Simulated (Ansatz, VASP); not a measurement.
# Two plane-wave programs on Cs

```xyz
1
Lattice="-3.1736 3.1736 3.0225 3.1736 -3.1736 3.0225 3.1736 3.1736 -3.0225" Properties=species:S:1:pos:R:3 pbc="T T T"
Cs    0.0000    0.0000    0.0000
```

Change from the starting cell: strain +0.050 along x and y, +0.000 along z, atoms carried along.

Alike in both runs: task single point; functional PBE; k mesh 12 × 12 × 12; occupations gaussian, width 0.15 eV; no spin polarisation.

|  | VASP | Ansatz |
| --- | --- | --- |
| version | VASP 6.6.1 | Ansatz 0.2.0 |
| potentials or method | VASP PAW PBE potentials, release 64 (Cs_sv), cutoff 520 eV | scalar-relativistic, plane waves, PAW |
| valence electrons in the cell | 9 | 9 |

|  | VASP | Ansatz | Ansatz less VASP |
| --- | --- | --- | --- |
| gap on the k mesh at the Fermi level (eV) | none | none | - |
| pressure (GPa) | -0.1 | -0.1 | +0.01 |

A gap of «none» marks a metal or a gap that the smearing closes.

Neither program's run includes spin-orbit coupling.
